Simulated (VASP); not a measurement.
# BC5 (F-43m) in VASP: further runs

The runs below take BC5 through single point, relaxation of cell and atoms, with PBE.

Program: VASP 6.6.1. These are calculated values, not measurements. Logs are shortened: lines on timing, memory, paths and dates and some standing lists are left out, and cuts for length are marked.

### Step 1. The cell of the first run

Symmetry: F-43m, No. 216, cubic system. Conventional cell: a = 5.281 Å, b = 5.281 Å, c = 5.281 Å, α = 90.00°, β = 90.00°, γ = 90.00°. Within 2.9 Å of B (site symmetry -43m) lie 16 C at 2.19 to 2.29 Å. C (site symmetry -43m) has 12 C at 2.19 Å and 4 B at 2.29 Å within 2.9 Å. C (site symmetry 3m) has 9 C at 1.83 to 2.19 Å and 3 B at 2.19 Å within 2.4 Å.

### Step 2. Single point, PBE

Contents of INCAR:

```
PREC = Accurate ; ENCUT = 520
EDIFF = 1E-6 ; ISMEAR = 0
SIGMA = 0.1 ; LREAL = F
LASPH = T ; NELM = 80
ALGO = Normal ; ISIF = 2
LWAVE = F ; LCHARG = F
GGA = PE ; NBANDS = 20
```

Contents of KPOINTS:

```
Automatic mesh
0
Gamma
  6 6 6
```

Contents of POSCAR:

```
BC5
1.0
    0.0000000000      2.6404573900      2.6404573900
    2.6404573900      0.0000000000      2.6404573900
    2.6404573900      2.6404573900      0.0000000000
B C
1 5
Direct
    0.2500000000      0.2500000000      0.2500000000
    0.5000000000      0.5000000000      0.5000000000
    0.8727480400      0.8727480400      0.8727480400
    0.8727480400      0.8727480400      0.3817558700
    0.8727480400      0.3817558700      0.8727480400
    0.3817558700      0.8727480400      0.8727480400
```

Potentials or basis: VASP PAW PBE potentials, release 64 (B, C).

Run with:

```bash
$ cat potpaw_PBE.64/B/POTCAR potpaw_PBE.64/C/POTCAR > POTCAR
$ mpirun -np 1 vasp_std > vasp.out
```

OUTCAR:

```text
PREC = Accurate
   ENCUT = 520
   EDIFF = 1E-6
   ISMEAR = 0
   LREAL = F
   LASPH = T
   NELM = 80
   ISIF = 2
   GGA = PE

 ion  position               nearest neighbor table
   1  0.250  0.250  0.250-
   2  0.500  0.500  0.500-
   3  0.873  0.873  0.873-   4 1.83   5 1.83   6 1.83   6 1.90   5 1.90   4 1.90
   4  0.873  0.873  0.382-   3 1.83   5 1.83   6 1.83   5 1.90   6 1.90   3 1.90
   5  0.873  0.382  0.873-   3 1.83   4 1.83   6 1.83   6 1.90   4 1.90   3 1.90
   6  0.382  0.873  0.873-   3 1.83   4 1.83   5 1.83   5 1.90   4 1.90   3 1.90

  LATTYP: Found a face centered cubic cell.
 ALAT       =     5.2809147800

  Lattice vectors:

 A1 = (   0.0000000000,   2.6404573900,   2.6404573900)
 A2 = (   2.6404573900,   0.0000000000,   2.6404573900)
 A3 = (   2.6404573900,   2.6404573900,   0.0000000000)

Analysis of symmetry for initial positions (statically):
=====================================================================
 Subroutine PRICEL returns:
 Original cell was already a primitive cell.

 Routine SETGRP: Setting up the symmetry group for a
 face centered cubic supercell.

 Subroutine GETGRP returns: Found 24 space group operations
 (whereof 24 operations were pure point group operations)
 out of a pool of 48 trial point group operations.

The static configuration has the point symmetry T_d .

Analysis of symmetry for dynamics (positions and initial velocities):
=====================================================================
 Subroutine PRICEL returns:
 Original cell was already a primitive cell.

 Routine SETGRP: Setting up the symmetry group for a
 face centered cubic supercell.

 Subroutine GETGRP returns: Found 24 space group operations
 (whereof 24 operations were pure point group operations)
 out of a pool of 48 trial point group operations.

The dynamic configuration has the point symmetry T_d .

 Subroutine INISYM returns: Found 24 space group operations
 (whereof 24 operations are pure point group operations),
 and found     1 'primitive' translations

----------------------------------------------------------------------------------------

                                     Primitive cell

  volume of cell :      36.8186

  direct lattice vectors                    reciprocal lattice vectors
     0.000000000  2.640457390  2.640457390    -0.189361132  0.189361132  0.189361132
     2.640457390  0.000000000  2.640457390     0.189361132 -0.189361132  0.189361132
     2.640457390  2.640457390  0.000000000     0.189361132  0.189361132 -0.189361132

  length of vectors
     3.734170652  3.734170652  3.734170652     0.327983101  0.327983101  0.327983101

  position of ions in fractional coordinates (direct lattice)
     0.250000000  0.250000000  0.250000000
     0.500000000  0.500000000  0.500000000
     0.872748040  0.872748040  0.872748040
     0.872748040  0.872748040  0.381755870
     0.872748040  0.381755870  0.872748040
     0.381755870  0.872748040  0.872748040

  ion indices of the primitive-cell ions
   primitive index   ion index
                 1           1
                 2           2
                 3           3
                 4           4
                 5           5
                 6           6

----------------------------------------------------------------------------------------

 KPOINTS: Automatic mesh

Automatic generation of k-mesh.
 Grid dimensions read from file:
 generate k-points for:    6    6    6

 Generating k-lattice:

  Cartesian coordinates                     Fractional coordinates (reciprocal lattice)
    -0.031560189  0.031560189  0.031560189     0.166666667  0.000000000  0.000000000
     0.031560189 -0.031560189  0.031560189     0.000000000  0.166666667  0.000000000
     0.031560189  0.031560189 -0.031560189     0.000000000  0.000000000  0.166666667

  Length of vectors
     0.054663850  0.054663850  0.054663850

  Shift w.r.t. Gamma in fractional coordinates (k-lattice)
     0.000000000  0.000000000  0.000000000

 Subroutine IBZKPT returns following result:
 ===========================================

 Found     16 irreducible k-points:

 Following reciprocal coordinates:
            Coordinates               Weight
  0.000000  0.000000  0.000000      1.000000
  0.166667  0.000000  0.000000      8.000000
  0.333333  0.000000  0.000000      8.000000
  0.500000  0.000000  0.000000      4.000000
  0.166667  0.166667  0.000000      6.000000
  0.333333  0.166667  0.000000     24.000000
[... 8 lines left out ...]
 -0.333333  0.333333  0.166667     24.000000
 -0.333333  0.500000  0.166667     12.000000
   k-points           NKPTS =     16   k-points in BZ     NKDIM =     16   number of bands    NBANDS=     20
   number of dos      NEDOS =    301   number of ions     NIONS =      6
   total plane-waves  NPLWV =  21952
   dimension x,y,z NGX =    28 NGY =   28 NGZ =   28
   dimension x,y,z NGXF=    56 NGYF=   56 NGZF=   56
   ions per type =               1   5
   NGX,Y,Z   is equivalent  to a cutoff of  12.47, 12.47, 12.47 a.u.
   NGXF,Y,Z  is equivalent  to a cutoff of  24.93, 24.93, 24.93 a.u.
 SYSTEM =  unknown system
   PREC   = accura    normal or accurate (medium, high low for compatibility)
   ISTART =      0    job   : 0-new  1-cont  2-samecut
   ICHARG =      2    charge: 1-file 2-atom 10-const
   ISPIN  =      1    spin polarized calculation?
   LNONCOLLINEAR =      F non collinear calculations
   LSORBIT =      F    spin-orbit coupling
   LASPH  =      T    aspherical Exc in radial PAW
   ENCUT  =  520.0 eV  38.22 Ry    6.18 a.u.   6.94  6.94  6.94*2*pi/ulx,y,z
   NELM   =     80;   NELMIN=  2; NELMDL= -5     # of ELM steps
   EDIFF  = 0.1E-05   stopping-criterion for ELM
   LREAL  =      F    real-space projection
   EDIFFG = 0.1E-04   stopping-criterion for IOM
   NSW    =      0    number of steps for IOM
   IBRION =     -1    ionic relax: 0-MD 1-quasi-New 2-CG
   NFREE  =      0    steps in history (QN), initial steepest desc. (CG)
   ISIF   =      2    stress and relaxation
   ISYM   =      2    0-nonsym 1-usesym 2-fastsym
   POTIM  = 0.5000    time-step for ionic-motion
   TEBEG  =    0.0;   TEEND  =   0.0 temperature during run
   PSTRESS=    0.0 pullay stress
   NELECT =      23.0000    total number of electrons
   NUPDOWN=      -1.0000    fix difference up-down
   EMIN   =  10.00;   EMAX   =-10.00  energy-range for DOS
   EFERMI =   0.00;   METHOD = LEGACY
   ISMEAR =     0;   SIGMA  =   0.10  broadening in eV -4-tet -1-fermi 0-gaus
   EFERMI_NEDOS =   21; number of points for ismear=-14 and -15
   IALGO  =     38    algorithm
   IMIX   =      4    mixing-type and parameters
     AMIX     =   0.40;   BMIX     =  1.00
     AMIX_MAG =   1.60;   BMIX_MAG =  1.00
  volume/ion in A,a.u.               =       6.14        41.41
  Fermi-wavevector in a.u.,A,eV,Ry     =   1.399464  2.644603 26.646989  1.958498
  Thomas-Fermi vector in A             =   2.522520
   LORBIT       =      0    0 simple, 1 ext, 2 COOP (PROOUT), +10 PAW based schemes
   GGA     = PE    functional components
   LHFCALC =     F    Hartree Fock is set to
   AEXX    =    0.0000 exact exchange contribution
   IVDW    =     0    specifies the selected vdW correction
   LEPSILON=     F    determine dielectric tensor
   LRPA    =     F    only Hartree local field effects (RPA)
 non-spin polarized calculation
 Gauss-broadening in eV      SIGMA  =   0.10
  energy-cutoff  :      520.00
  volume of cell :       36.82
 maximum number of plane-waves:      1002
   NGX = 13   NGY = 13   NGZ = 13

 number of electron      23.0000000 magnetization

 Free energy of the ion-electron system (eV)
  ---------------------------------------------------
  ext. energy  EPLUGINS =         0.00000000
  ---------------------------------------------------
  free energy    TOTEN  =       -27.23204914 eV

  energy without entropy =      -27.22524433  energy(sigma->0) =      -27.22864674

 E-fermi :  10.2368     XC(G=0): -13.3905

 val. band max:       10.1996280184   @ k =   0.5000   0.0000   0.0000
 cond. band min:      10.2690899421   @ k =  -0.3333   0.5000   0.1667
 fundamental gap:      0.0694619237
 Fermi energy:        10.2368236276

 k-point     1 :       0.0000    0.0000    0.0000
  band No.  band energies     occupation
      1     -11.2134      2.00000
      2      -1.6127      2.00000
      3       1.5829      2.00000
      4       1.5829      2.00000
      5       1.5829      2.00000
      6       2.2913      2.00000
[... 12 lines left out ...]
     19      17.6376      0.00000
     20      17.6376      0.00000

 k-point     2 :       0.1667    0.0000    0.0000
  band No.  band energies     occupation
      1     -10.8659      2.00000
      2      -2.6737      2.00000
      3      -0.6083      2.00000
      4       1.1428      2.00000
      5       1.1428      2.00000
      6       3.0702      2.00000
[... 12 lines left out ...]
     19      17.1194      0.00000
     20      17.1195      0.00000

 k-point     3 :       0.3333    0.0000    0.0000
  band No.  band energies     occupation
      1      -9.8648      2.00000
      2      -5.2411      2.00000
      3      -1.4703      2.00000
      4       0.8752      2.00000
      5       0.8752      2.00000
      6       2.5549      2.00000
[... 12 lines left out ...]
     19      17.3381      0.00000
     20      17.3388      0.00000

 k-point     4 :       0.5000    0.0000    0.0000
  band No.  band energies     occupation
      1      -8.8136      2.00000
      2      -6.9229      2.00000
      3      -1.6960      2.00000
      4       0.9915      2.00000
      5       0.9915      2.00000
      6       1.7891      2.00000
[... 12 lines left out ...]
     19      16.1508      0.00000
     20      17.6184      0.00000

 k-point     5 :       0.1667    0.1667    0.0000
  band No.  band energies     occupation
      1     -10.7492      2.00000
      2      -2.5983      2.00000
      3      -0.2935      2.00000
      4      -0.0526      2.00000
      5      -0.0526      2.00000
      6       2.6841      2.00000
[... 12 lines left out ...]
     19      16.2324      0.00000
     20      17.4268      0.00000

 k-point     6 :       0.3333    0.1667    0.0000
  band No.  band energies     occupation
      1      -9.9572      2.00000
      2      -4.2951      2.00000
      3      -2.2078      2.00000
      4      -0.6112      2.00000
      5       0.4655      2.00000
      6       2.1259      2.00000
[... 12 lines left out ...]
     19      16.2424      0.00000
     20      16.6245      0.00000

 k-point     7 :       0.5000    0.1667    0.0000
  band No.  band energies     occupation
      1      -8.7184      2.00000
      2      -6.4163      2.00000
      3      -2.9885      2.00000
      4      -0.4668      2.00000
      5      -0.0266      2.00000
      6       3.0201      2.00000
[... 12 lines left out ...]
     19      16.5332      0.00000
     20      16.7684      0.00000
[... 93 lines left out ...]
 k-point    12 :      -0.3333    0.3333    0.0000
  band No.  band energies     occupation
      1      -7.9909      2.00000
      2      -6.1481      2.00000
      3      -4.8563      2.00000
      4      -0.9392      2.00000
      5      -0.7823      2.00000
      6       4.3124      2.00000
[... 12 lines left out ...]
     19      15.4381      0.00000
     20      16.0327      0.00000

 k-point    13 :       0.5000    0.5000    0.0000
  band No.  band energies     occupation
      1      -7.4937      2.00000
      2      -6.9267      2.00000
      3      -2.3191      2.00000
      4      -1.9265      2.00000
      5      -1.9265      2.00000
      6      -0.7907      2.00000
[... 12 lines left out ...]
     19      14.3969      0.00000
     20      14.9816      0.00000

 k-point    14 :       0.5000    0.3333    0.1667
  band No.  band energies     occupation
      1      -8.9863      2.00000
      2      -5.1651      2.00000
      3      -3.8501      2.00000
      4      -1.8656      2.00000
      5       1.3921      2.00000
      6       1.9277      2.00000
[... 12 lines left out ...]
     19      16.2897      0.00000
     20      16.3528      0.00000

 k-point    15 :      -0.3333    0.3333    0.1667
  band No.  band energies     occupation
      1      -7.9715      2.00000
      2      -6.3280      2.00000
      3      -4.3606      2.00000
      4      -2.4709      2.00000
      5       1.5108      2.00000
      6       2.6980      2.00000
[... 12 lines left out ...]
     19      15.5914      0.00000
     20      15.9193      0.00000

 k-point    16 :      -0.3333    0.5000    0.1667
  band No.  band energies     occupation
      1      -7.3817      2.00000
      2      -6.6105      2.00000
      3      -4.3165      2.00000
      4      -3.2415      2.00000
      5       1.0826      2.00000
      6       1.6138      2.00000
[... 12 lines left out ...]
     19      15.2366      0.00000
     20      15.7413      0.00000

------------------------ aborting loop because EDIFF is reached ----------------------------------------

  FORCE on cell =-STRESS in cart. coord.  units (eV):
  Direction    XX          YY          ZZ          XY          YZ          ZX
  --------------------------------------------------------------------------------------
  -------------------------------------------------------------------------------------
  Total        7.1352808      7.1352808      7.1352808     -0.0000000     -0.0000000      0.0000000
  in kB      310.4946809    310.4946809    310.4946809     -0.0000000     -0.0000000      0.0000000
  external PRESSURE =     310.4946809 kB  Pullay stress =       0.0000000 kB

 VOLUME and BASIS-vectors are now :
 -----------------------------------------------------------------------------
  energy-cutoff  :      520.00
  volume of cell :       36.82
      direct lattice vectors                 reciprocal lattice vectors
     0.000000000  2.640457390  2.640457390    -0.189361132  0.189361132  0.189361132
     2.640457390  0.000000000  2.640457390     0.189361132 -0.189361132  0.189361132
     2.640457390  2.640457390  0.000000000     0.189361132  0.189361132 -0.189361132

 POSITION                                       TOTAL-FORCE (eV/Angst)
 -----------------------------------------------------------------------------------
      1.32023      1.32023      1.32023         0.000000      0.000000      0.000000
      2.64046      2.64046      2.64046         0.000000      0.000000      0.000000
      4.60891      4.60891      4.60891        -0.298254     -0.298254     -0.298254
      3.31246      3.31246      4.60891         0.298254      0.298254     -0.298254
      3.31246      4.60891      3.31246         0.298254     -0.298254      0.298254
      4.60891      3.31246      3.31246        -0.298254      0.298254      0.298254
 -----------------------------------------------------------------------------------
    total drift:                                0.000012      0.000012      0.000012

  FREE ENERGIE OF THE ION-ELECTRON SYSTEM (eV)
  ---------------------------------------------------
  free  energy   TOTEN  =       -27.2320491428 eV

  energy  without entropy=      -27.2252443306  energy(sigma->0) =      -27.22864674
```

Wall time 22 s (1 thread of AMD EPYC 7R43 (Zen 3), shared host); peak memory 0.11 GiB.

What came out:

| Property | Result |
| --- | --- |
| Free energy | -27.2320 eV |
| Pressure | 31.0 GPa |
| Largest force | 0.517 eV/Å |

Forces on the atoms (eV/Å):
```
B    0.000  0.000  0.000
C    0.000  0.000  0.000
C   -0.298 -0.298 -0.298
C    0.298  0.298 -0.298
C    0.298 -0.298  0.298
C   -0.298  0.298  0.298
```

### Step 3. Single point, PBE

This run uses another cell than the first one, of 8.42 Å³/atom, 1.373 times its volume.

Contents of INCAR:

```
ALGO = Normal ; EDIFF = 1E-7
ENCUT = 520 ; GGA = PE
ISIF = 2 ; ISMEAR = 0
LASPH = True ; LCHARG = True
LELF = True ; LREAL = False
LVHAR = True ; LWAVE = False
NBANDS = 20 ; NELM = 100
PREC = Accurate ; SIGMA = 0.1
```

Contents of KPOINTS:

```
k-points
0
Gamma
  6 6 6
```

Contents of POSCAR:

```
BC5
1.0
    0.0000000000      2.9343934917      2.9343934917
    2.9343934917      0.0000000000      2.9343934917
    2.9343934917      2.9343934917      0.0000000000
B C
1 5
Direct
    0.2500000000      0.2500000000      0.2500000000
    0.5000000000      0.5000000000      0.5000000000
    0.8444613222      0.8444613222      0.8444613222
    0.8444613222      0.8444613222      0.4666160335
    0.8444613222      0.4666160335      0.8444613222
    0.4666160335      0.8444613222      0.8444613222
```

Potentials or basis: VASP PAW PBE potentials, release 64 (B, C).

Run with:

```bash
$ cat potpaw_PBE.64/B/POTCAR potpaw_PBE.64/C/POTCAR > POTCAR
$ mpirun -np 1 vasp_std > vasp.out
```

OUTCAR:

```text
EDIFF = 1E-7
   ENCUT = 520
   GGA = PE
   ISIF = 2
   ISMEAR = 0
   LASPH = True
   LREAL = False
   NELM = 100
   PREC = Accurate

 ion  position               nearest neighbor table
   1  0.250  0.250  0.250-
   2  0.500  0.500  0.500-
   3  0.844  0.844  0.844-   4 1.57   5 1.57   6 1.57
   4  0.844  0.844  0.467-   3 1.57   5 1.57   6 1.57
[... 564 lines left out ...]
  --------------------------------------------------------------------------------------
  -------------------------------------------------------------------------------------
  Total        0.2347737      0.2347737      0.2347737     -0.0000000      0.0000000     -0.0000000
  in kB        7.4434615      7.4434615      7.4434615     -0.0000000      0.0000000     -0.0000000
  external PRESSURE =       7.4434615 kB  Pullay stress =       0.0000000 kB

 VOLUME and BASIS-vectors are now :
 -----------------------------------------------------------------------------
  energy-cutoff  :      520.00
  volume of cell :       50.53
      direct lattice vectors                 reciprocal lattice vectors
     0.000000000  2.934393492  2.934393492    -0.170392962  0.170392962  0.170392962
     2.934393492  0.000000000  2.934393492     0.170392962 -0.170392962  0.170392962
     2.934393492  2.934393492  0.000000000     0.170392962  0.170392962 -0.170392962

 POSITION                                       TOTAL-FORCE (eV/Angst)
 -----------------------------------------------------------------------------------
      1.46720      1.46720      1.46720        -0.000000     -0.000000     -0.000000
      2.93439      2.93439      2.93439        -0.000000     -0.000000     -0.000000
      4.95596      4.95596      4.95596         0.043838      0.043838      0.043838
      3.84722      3.84722      4.95596        -0.043838     -0.043838      0.043838
      3.84722      4.95596      3.84722        -0.043838      0.043838     -0.043838
      4.95596      3.84722      3.84722         0.043838     -0.043838     -0.043838
 -----------------------------------------------------------------------------------
    total drift:                               -0.000000     -0.000000     -0.000000

  FREE ENERGIE OF THE ION-ELECTRON SYSTEM (eV)
  ---------------------------------------------------
  free  energy   TOTEN  =       -29.4032087545 eV

  energy  without entropy=      -29.3810605270  energy(sigma->0) =      -29.39213464
```

Run time: 39 s. Hardware: 1 thread of AMD EPYC 7R43 (Zen 3), shared host; peak memory 0.14 GiB.

Results:

```
Free energy   : -29.4032 eV
Pressure      : 0.7 GPa
Largest force : 0.076 eV/Å
```

Forces in eV/Å, atoms in the order of the input:
```
B    0.000  0.000  0.000
C    0.000  0.000  0.000
C    0.044  0.044  0.044
C   -0.044 -0.044  0.044
C   -0.044  0.044 -0.044
C    0.044 -0.044 -0.044
```

(Continued in part 2 of 2.)
